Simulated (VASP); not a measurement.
# AlN (Cc) in VASP: a series of runs

The runs below take AlN through single point, with LDA.

Program: VASP 6.6.1. These are calculated values, not measurements. Logs are shortened: lines on timing, memory, paths and dates and some standing lists are left out, and cuts for length are marked.

### Step 1. The cell of the first run

Symmetry: Cc, No. 9, monoclinic system. The conventional cell has a = 3.104 Å, b = 5.350 Å, c = 4.968 Å, α = 90.00°, β = 101.42°, γ = 90.00°. Al (site symmetry 1) has 4 N at 1.86 to 1.94 Å within 2.5 Å. N (site symmetry 1) has 4 Al at 1.86 to 1.94 Å within 2.5 Å.

### Step 2. Single point, LDA (engineering shear strain xz -0.2000, normal strain along z +0.0000)

Input file INCAR:

```
SYSTEM = AlN
PREC = Accurate ; ENCUT = 520
EDIFF = 1E-6 ; ISMEAR = 0
SIGMA = 0.05 ; LREAL = .FALSE.
LASPH = .TRUE. ; NELM = 100
ALGO = Normal ; ISIF = 2
LWAVE = .FALSE. ; LCHARG = .FALSE.
GGA = CA ; NBANDS = 16
```

Input file KPOINTS:

```
Automatic mesh
0
G
  9 9 6
  0 0 0
```

Input file POSCAR:

```
AlN
1.0
    3.0886152983      0.0000000000     -0.3088615298
   -1.5443076491      2.6748193108      0.1544307649
   -0.4943584266      0.0000000000      4.9435842660
Al N
2 2
Direct
    0.3446326018      0.6654746700      0.0041199704
    0.6791579318      0.3345253300      0.5041199704
    0.3263883397      0.6765672130      0.3808800296
    0.6498211267      0.3234327870      0.8808800296
```

Potentials or basis: VASP PAW LDA potentials, release 64 (Al, N).

On the command line:

```
cat potpaw_LDA.64/Al/POTCAR potpaw_LDA.64/N/POTCAR > POTCAR
mpirun -np 1 vasp_std > vasp.out
```

OUTCAR:

```text
SYSTEM = AlN
   PREC = Accurate
   ENCUT = 520
   EDIFF = 1E-6
   ISMEAR = 0
   LREAL = .FALSE.
   LASPH = .TRUE.
   NELM = 100
   ISIF = 2
   GGA = CA

 ion  position               nearest neighbor table
   1  0.345  0.665  0.004-   4 1.86   4 1.86   3 1.89   4 1.94   2 2.80   2 2.80   2 3.06   2 3.06
                             2 3.30   2 3.30
   2  0.679  0.335  0.504-   3 1.86   3 1.86   4 1.89   3 1.94   1 2.80   1 2.80   1 3.06   1 3.06
                             1 3.30   1 3.30
   3  0.326  0.677  0.381-   2 1.86   2 1.86   1 1.89   2 1.94
   4  0.650  0.323  0.881-   1 1.86   1 1.86   2 1.89   1 1.94

  LATTYP: Found a base centered monoclinic cell.
 ALAT       =     3.1040199589
 B/A-ratio  =     1.7234549688
 C/A-ratio  =     1.6005827170
 COS(beta)  =    -0.1980198020

  Lattice vectors:

 A1 = (   1.5443076491,  -2.6748193108,  -0.1544307649)
 A2 = (   1.5443076492,   2.6748193108,  -0.1544307649)
 A3 = (  -0.4943584266,   0.0000000000,   4.9435842660)

Analysis of symmetry for initial positions (statically):
=====================================================================
 Subroutine PRICEL returns:
 Original cell was already a primitive cell.

 Routine SETGRP: Setting up the symmetry group for a
 base centered monoclinic supercell.

 Subroutine GETGRP returns: Found  2 space group operations
 (whereof  1 operations were pure point group operations)
 out of a pool of  4 trial point group operations.

The static configuration has the point symmetry C_1 .
 The point group associated with its full space group is C_1h.

Analysis of symmetry for dynamics (positions and initial velocities):
=====================================================================
 Subroutine PRICEL returns:
 Original cell was already a primitive cell.

 Routine SETGRP: Setting up the symmetry group for a
 base centered monoclinic supercell.

 Subroutine GETGRP returns: Found  2 space group operations
 (whereof  1 operations were pure point group operations)
 out of a pool of  4 trial point group operations.

The dynamic configuration has the point symmetry C_1 .
 The point group associated with its full space group is C_1h.

 Subroutine INISYM returns: Found  2 space group operations
 (whereof  1 operations are pure point group operations),
 and found     1 'primitive' translations

----------------------------------------------------------------------------------------

[... 93 lines left out ...]
   LASPH  =      T    aspherical Exc in radial PAW
   ENCUT  =  520.0 eV  38.22 Ry    6.18 a.u.   5.77  5.75  9.24*2*pi/ulx,y,z
   NELM   =    100;   NELMIN=  2; NELMDL= -5     # of ELM steps
   EDIFF  = 0.1E-05   stopping-criterion for ELM
   LREAL  =      F    real-space projection
   EDIFFG = 0.1E-04   stopping-criterion for IOM
   NSW    =      0    number of steps for IOM
   IBRION =     -1    ionic relax: 0-MD 1-quasi-New 2-CG
   NFREE  =      0    steps in history (QN), initial steepest desc. (CG)
   ISIF   =      2    stress and relaxation
   ISYM   =      2    0-nonsym 1-usesym 2-fastsym
   POTIM  = 0.5000    time-step for ionic-motion
   TEBEG  =    0.0;   TEEND  =   0.0 temperature during run
   PSTRESS=    0.0 pullay stress
   NELECT =      16.0000    total number of electrons
   NUPDOWN=      -1.0000    fix difference up-down
   EMIN   =  10.00;   EMAX   =-10.00  energy-range for DOS
   EFERMI =   0.00;   METHOD = LEGACY
   ISMEAR =     0;   SIGMA  =   0.05  broadening in eV -4-tet -1-fermi 0-gaus
   EFERMI_NEDOS =   21; number of points for ismear=-14 and -15
   IALGO  =     38    algorithm
   IMIX   =      4    mixing-type and parameters
     AMIX     =   0.40;   BMIX     =  1.00
     AMIX_MAG =   1.60;   BMIX_MAG =  1.00
  volume/ion in A,a.u.               =      10.11        68.21
  Fermi-wavevector in a.u.,A,eV,Ry     =   1.201904  2.271269 19.654604  1.444573
  Thomas-Fermi vector in A             =   2.337700
   LORBIT       =      0    0 simple, 1 ext, 2 COOP (PROOUT), +10 PAW based schemes
   GGA     = CA    functional components
   LHFCALC =     F    Hartree Fock is set to
   AEXX    =    0.0000 exact exchange contribution
   IVDW    =     0    specifies the selected vdW correction
   LEPSILON=     F    determine dielectric tensor
   LRPA    =     F    only Hartree local field effects (RPA)
 non-spin polarized calculation
 Gauss-broadening in eV      SIGMA  =   0.05
  energy-cutoff  :      520.00
  volume of cell :       40.43
 maximum number of plane-waves:      1100
   NGX = 11   NGY = 11   NGZ = 19

 number of electron      15.9999999 magnetization

 Free energy of the ion-electron system (eV)
  ---------------------------------------------------
  ext. energy  EPLUGINS =         0.00000000
  ---------------------------------------------------
  free energy    TOTEN  =       -32.26421768 eV

  energy without entropy =      -32.26421768  energy(sigma->0) =      -32.26421768

 E-fermi :   7.1501     XC(G=0): -11.4127

 val. band max:        6.8544560581   @ k =   0.0000   0.0000   0.0000
 cond. band min:      10.3366637419   @ k =   0.0000   0.0000   0.0000
 fundamental gap:      3.4822076838
 Fermi energy:         7.1500808362

 k-point     1 :       0.0000    0.0000    0.0000
  band No.  band energies     occupation
      1      -8.9686      2.00000
      2      -6.5191      2.00000
      3       0.1191      2.00000
      4       5.3007      2.00000
      5       5.4756      2.00000
      6       5.6545      2.00000
[... 433 lines left out ...]
      3       0.8699      2.00000
      4       2.0580      2.00000
      5       2.6674      2.00000
      6       4.2603      2.00000
[... 8 lines left out ...]
     15      20.0632      0.00000
     16      22.1216      0.00000

 [... further k-points ...]
[... 5 lines left out ...]
  --------------------------------------------------------------------------------------
  -------------------------------------------------------------------------------------
  Total       -1.5323077      0.6304458      1.8622015      0.0000000      0.0000000      5.5481243
  in kB      -60.7185198     24.9817555     73.7907364      0.0000000      0.0000000    219.8474143
  external PRESSURE =      12.6846574 kB  Pullay stress =       0.0000000 kB

 VOLUME and BASIS-vectors are now :
 -----------------------------------------------------------------------------
  energy-cutoff  :      520.00
  volume of cell :       40.43
      direct lattice vectors                 reciprocal lattice vectors
     3.088615298  0.000000000 -0.308861530     0.327040085  0.186928514  0.032704009
    -1.544307649  2.674819311  0.154430765     0.000000000  0.373857029  0.000000000
    -0.494358427  0.000000000  4.943584266     0.020432564 -0.000000000  0.204325638

 POSITION                                       TOTAL-FORCE (eV/Angst)
 -----------------------------------------------------------------------------------
      0.03470      1.78002      0.01669         0.019618     -0.007449     -0.003723
      1.33183      0.89479      2.33405         0.019618      0.007449     -0.003723
     -0.22503      1.80970      1.88659        -0.019618     -0.004764      0.003723
      1.07210      0.86512      4.20395        -0.019618      0.004764      0.003723
 -----------------------------------------------------------------------------------
    total drift:                                0.000054     -0.000000     -0.000173

  FREE ENERGIE OF THE ION-ELECTRON SYSTEM (eV)
  ---------------------------------------------------
  free  energy   TOTEN  =       -32.2642176807 eV

  energy  without entropy=      -32.2642176807  energy(sigma->0) =      -32.26421768
```

OSZICAR:

```text
N       E                     dE             d eps       ncg     rms          rms(c)
DAV:   1     0.359427593914E+02    0.35943E+02   -0.73651E+03  4480   0.897E+02
DAV:   2    -0.344000183420E+02   -0.70343E+02   -0.64856E+02  6192   0.178E+02
DAV:   3    -0.373768879464E+02   -0.29769E+01   -0.29686E+01  5736   0.372E+01
DAV:   4    -0.373914345834E+02   -0.14547E-01   -0.14546E-01  5752   0.312E+00
DAV:   5    -0.373915772305E+02   -0.14265E-03   -0.14265E-03  5784   0.301E-01    0.123E+01
DAV:   6    -0.323825090248E+02    0.50091E+01   -0.11612E+01  5144   0.240E+01    0.434E+00
DAV:   7    -0.323265111673E+02    0.55998E-01   -0.52183E-01  5656   0.469E+00    0.283E+00
DAV:   8    -0.322672845793E+02    0.59227E-01   -0.78521E-02  5528   0.230E+00    0.357E-01
DAV:   9    -0.322641394950E+02    0.31451E-02   -0.68318E-03  6160   0.590E-01    0.222E-01
DAV:  10    -0.322642744030E+02   -0.13491E-03   -0.66323E-04  4840   0.176E-01    0.107E-01
DAV:  11    -0.322642173759E+02    0.57027E-04   -0.11502E-04  5632   0.819E-02    0.149E-02
DAV:  12    -0.322642176807E+02   -0.30480E-06   -0.40890E-06  5560   0.139E-02
   1 F= -.32264218E+02 E0= -.32264218E+02  d E =-.381842E-19
```

stdout:

```text
POSCAR found type information on POSCAR AlN
 POSCAR found :  2 types and       4 ions
 scaLAPACK will be used
 LDA part: xc-table for (Slater(with rela. corr.)+CA(PZ))
 , standard interpolation
 POSCAR, INCAR and KPOINTS ok, starting setup
 FFT: planning ... GRIDC
 FFT: planning ... GRID_SOFT
 FFT: planning ... GRID
 WAVECAR not read
 entering main loop
```

Wall time 23 s (1 thread of Intel Xeon 6975P-C (Granite Rapids), shared host); peak memory 0.18 GiB.

What came out:

| Quantity | Value |
| --- | --- |
| Free energy | -32.2642 eV |
| Pressure | 1.3 GPa |
| Largest force | 0.021 eV/Å |
| Band gap on the k mesh | 3.48 eV, direct |

Forces in eV/Å, atoms in the order of the input:
```
Al   0.020 -0.007 -0.004
Al   0.020  0.007 -0.004
N   -0.020 -0.005  0.004
N   -0.020  0.005  0.004
```

Stress tensor (GPa, compression positive):
```
-6.07  0.00 21.98
 0.00  2.50  0.00
21.98  0.00  7.38
```

Levels at points of the mesh, in eV from the valence-band top:
| k point | band 5 | band 6 | band 7 | band 8 | band 9 | band 10 | band 11 | band 12 |
| --- | --- | --- | --- | --- | --- | --- | --- | --- |
| (0.00, 0.00, 0.00) | -1.38 | -1.20 | -0.79 | 0.00 | 3.48 | 6.01 | 9.19 | 10.16 |
| (0.00, 0.00, 0.50) | -1.43 | -1.43 | -0.83 | -0.83 | 5.51 | 5.51 | 9.80 | 9.80 |

Caveat: the cell differs from its parent crystal (engineering shear strain xz -0.2000, normal strain along z +0.0000).

### Step 3. Single point, LDA (engineering shear strain xz -0.3000, normal strain along z +0.0133)

Input file INCAR:

```
SYSTEM = AlN
PREC     = Accurate       ! precision mode
ENCUT    = 520            ! plane-wave cutoff, eV
EDIFF    = 1E-7           ! SCF threshold, eV
ISMEAR   = 0              ! smearing method
SIGMA    = 0.05           ! smearing width, eV
LREAL    = .FALSE.        ! projectors in reciprocal space
LASPH    = .TRUE.         ! aspherical terms in the spheres
NELM     = 60             ! most SCF steps
ALGO     = Normal         ! electronic algorithm
ISIF     = 2              ! what is computed and relaxed
LWAVE    = .FALSE.        ! write WAVECAR
LCHARG   = .TRUE.         ! write CHGCAR
LELF     = .TRUE.         ! ELF
LVHAR    = .TRUE.       
NBANDS   = 16             ! bands
```

Input file KPOINTS:

```
regular mesh
0
G
  9 9 6
  0 0 0
```

Input file POSCAR:

```
AlN
1.0
    3.0886152983      0.0000000000     -0.4632922947
   -1.5443076491      2.6748193108      0.2316461474
   -0.7415376399      0.0000000000      5.0093339367
Al N
2 2
Direct
    0.3509382265      0.6635889849      0.0090436317
    0.6873492416      0.3364110151      0.5090436317
    0.3252308514      0.6887491710      0.3759563683
    0.6364816805      0.3112508290      0.8759563683
```

Potentials or basis: VASP PAW LDA potentials, release 64 (Al, N).

On the command line:

```
cat potpaw_LDA.64/Al/POTCAR potpaw_LDA.64/N/POTCAR > POTCAR
mpirun -np 1 vasp_std > vasp.out
```

OUTCAR:

```text
SYSTEM = AlN
   PREC = Accurate
   ENCUT = 520
   EDIFF = 1E-7
   ISMEAR = 0
   LREAL = .FALSE.
   LASPH = .TRUE.
   NELM = 60
   ISIF = 2

 ion  position               nearest neighbor table
   1  0.351  0.664  0.009-   4 1.85   4 1.87   3 1.90   4 2.00   2 2.70   2 2.70   2 3.11   2 3.11

   2  0.687  0.336  0.509-   3 1.85   3 1.87   4 1.90   3 2.00   1 2.70   1 2.70   1 3.11   1 3.11

   3  0.325  0.689  0.376-   2 1.85   2 1.87   1 1.90   2 2.00
   4  0.636  0.311  0.876-   1 1.85   1 1.87   2 1.90   1 2.00

  LATTYP: Found a base centered monoclinic cell.
 ALAT       =     3.1231689373
 B/A-ratio  =     1.7128880086
 C/A-ratio  =     1.6214050400
 COS(beta)  =    -0.2915567096

  Lattice vectors:

 A1 = (   1.5443076491,  -2.6748193108,  -0.2316461474)
 A2 = (   1.5443076492,   2.6748193108,  -0.2316461473)
 A3 = (  -0.7415376399,   0.0000000000,   5.0093339367)

Analysis of symmetry for initial positions (statically):
=====================================================================
 Subroutine PRICEL returns:
 Original cell was already a primitive cell.

 Routine SETGRP: Setting up the symmetry group for a
 base centered monoclinic supercell.

[... 169 lines left out ...]

  energy without entropy =      -31.64757084  energy(sigma->0) =      -31.64757084

 E-fermi :   7.3936     XC(G=0): -11.4389

 val. band max:        7.1460944289   @ k =   0.0000   0.0000   0.0000
 cond. band min:       9.9184121094   @ k =   0.0000   0.0000   0.0000
 fundamental gap:      2.7723176805
 Fermi energy:         7.3935686206

 k-point     1 :       0.0000    0.0000    0.0000
  band No.  band energies     occupation
      1      -8.9135      2.00000
      2      -6.3856      2.00000
      3       0.1890      2.00000
      4       5.2362      2.00000
      5       5.6567      2.00000
      6       5.7232      2.00000
[... 433 lines left out ...]
      3       1.0558      2.00000
      4       2.0092      2.00000
      5       2.7842      2.00000
      6       4.0855      2.00000
[... 8 lines left out ...]
     15      21.2052      0.00000
     16      22.3124      0.00000

 [... further k-points ...]
[... 5 lines left out ...]
  --------------------------------------------------------------------------------------
  -------------------------------------------------------------------------------------
  Total       -3.8328305      0.6975124      2.5709373      0.0000000      0.0000000      7.3664010
  in kB     -151.7553419     27.6169888    101.7925195      0.0000000      0.0000000    291.6619211
  external PRESSURE =      -7.4486112 kB  Pullay stress =       0.0000000 kB

 VOLUME and BASIS-vectors are now :
 -----------------------------------------------------------------------------
  energy-cutoff  :      520.00
  volume of cell :       40.47
      direct lattice vectors                 reciprocal lattice vectors
     3.088615298  0.000000000 -0.463292295     0.331122145  0.186928514  0.049016404
    -1.544307649  2.674819311  0.231646147     0.000000000  0.373857029  0.000000000
    -0.741537640  0.000000000  5.009333937     0.030624099 -0.000000000  0.204160660

 POSITION                                       TOTAL-FORCE (eV/Angst)
 -----------------------------------------------------------------------------------
      0.05242      1.77498      0.03643         0.021150     -0.011785      0.001929
      1.22596      0.89984      2.30945         0.021150      0.011785      0.001929
     -0.33791      1.84228      1.89216        -0.021150     -0.005579     -0.001929
      0.83563      0.83254      4.16518        -0.021150      0.005579     -0.001929
 -----------------------------------------------------------------------------------
    total drift:                               -0.000443      0.000000      0.000217

  FREE ENERGIE OF THE ION-ELECTRON SYSTEM (eV)
  ---------------------------------------------------
  free  energy   TOTEN  =       -31.6475708419 eV

  energy  without entropy=      -31.6475708419  energy(sigma->0) =      -31.64757084
```

stdout:

```text
POSCAR found type information on POSCAR AlN
 POSCAR found :  2 types and       4 ions
 scaLAPACK will be used
 LDA part: xc-table for (Slater(with rela. corr.)+CA(PZ))
 , standard interpolation
 POSCAR, INCAR and KPOINTS ok, starting setup
 FFT: planning ... GRIDC
 FFT: planning ... GRID_SOFT
 FFT: planning ... GRID
 WAVECAR not read
 entering main loop
```

It took 27 s on 1 thread of Intel Xeon 6975P-C (Granite Rapids), shared host; peak memory 0.19 GiB.

Results:

```yaml
Free_energy: -31.6476 eV
Pressure: -0.7 GPa
Largest_force: 0.024 eV/Å
Band_gap_on_the_k_mesh: 2.77 eV, direct
```

Forces in eV/Å, atoms in the order of the input:
```
Al   0.021 -0.012  0.002
Al   0.021  0.012  0.002
N   -0.021 -0.006 -0.002
N   -0.021  0.006 -0.002
```

Stress tensor (GPa, compression positive):
```
-15.18   0.00  29.17
  0.00   2.76   0.00
 29.17   0.00  10.18
```

Levels at points of the mesh, in eV from the valence-band top:
| k point | band 5 | band 6 | band 7 | band 8 | band 9 | band 10 | band 11 | band 12 |
| --- | --- | --- | --- | --- | --- | --- | --- | --- |
| (0.00, 0.00, 0.00) | -1.49 | -1.42 | -0.93 | 0.00 | 2.77 | 5.50 | 8.28 | 9.61 |
| (0.00, 0.00, 0.50) | -1.74 | -1.74 | -0.87 | -0.87 | 4.68 | 4.68 | 9.51 | 9.51 |

Caveat: the cell differs from its parent crystal (engineering shear strain xz -0.3000, normal strain along z +0.0133). A k mesh can miss the band edges.

[end of part 1 of 2]
